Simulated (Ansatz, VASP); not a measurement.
# Mg2Sn in VASP and in Ansatz

INCAR

```
PREC = Accurate
ENCUT = 600
EDIFF = 1E-6
ISMEAR = -1
SIGMA = 0.08
LREAL = False
LASPH = True
NELM = 120
ALGO = Normal
ISIF = 2
LWAVE = False
LCHARG = False
NBANDS = 16
GGA_COMPAT = False
```

The input KPOINTS:

```
Automatic mesh
0
Gamma
  11 11 11
```

POSCAR

```
Mg2Sn
1.0
    0.0000000000      3.3105112544      3.3105112544
    3.3105112544      0.0000000000      3.3105112544
    3.3105112544      3.3105112544      0.0000000000
Mg Sn
2 1
Direct
    0.2500000000      0.2500000000      0.2500000000
    0.7500000000      0.7500000000      0.7500000000
    0.0000000000      0.0000000000      0.0000000000
```

Input for Ansatz:

```yaml
crystal:
  lattice:
    - [0.0, 3.3105112544, 3.3105112544]
    - [3.3105112544, 0.0, 3.3105112544]
    - [3.3105112544, 3.3105112544, 0.0]
  atoms:
    - { symbol: Mg, position: [0.25, 0.25, 0.25] }
    - { symbol: Mg, position: [0.75, 0.75, 0.75] }
    - { symbol: Sn, position: [0.0, 0.0, 0.0] }
kpoints:
  mp_grid: { grid: [11, 11, 11] }
  band_path:
    path:
      - [0.0, 0.0, 0.0]
      - [0.5, 0.0, 0.5]
      - [0.625, 0.25, 0.625]
      - [0.375, 0.375, 0.75]
      - [0.0, 0.0, 0.0]
      - [0.5, 0.5, 0.5]
      - [0.5, 0.25, 0.75]
      - [0.5, 0.0, 0.5]
    npoints: 5
scf:
  occupations: { method: fermi_dirac, width: 0.08 }
hamiltonian:
  xc: lda
  pseudopotentials: { kind: all_electron, lapw: { basis_error: 0.0005 } }
output:
  forces: true
  stress: true
  eigenvalues: true
```

Change from the starting cell: volume scaled by 0.94.

Alike in both runs: task single point; functional LDA; k mesh 11 × 11 × 11; occupations fermi-dirac, width 0.08 eV; no spin polarisation.

|  | VASP | Ansatz |
| --- | --- | --- |
| version | VASP 6.6.1 | Ansatz 0.2.0 |
| potentials or method | VASP PAW LDA potentials, release 64 (Mg, Sn_d), cutoff 600 eV | all-electron LAPW, scalar-relativistic |

|  | VASP | Ansatz | Ansatz less VASP |
| --- | --- | --- | --- |
| pressure (GPa) | 0.7 | 1.0 | +0.29 |

LDA's correlation is that of Perdew and Zunger in VASP and of Perdew and Wang (1992) in Ansatz. Ansatz ran all-electron here, and VASP with PAW potentials.
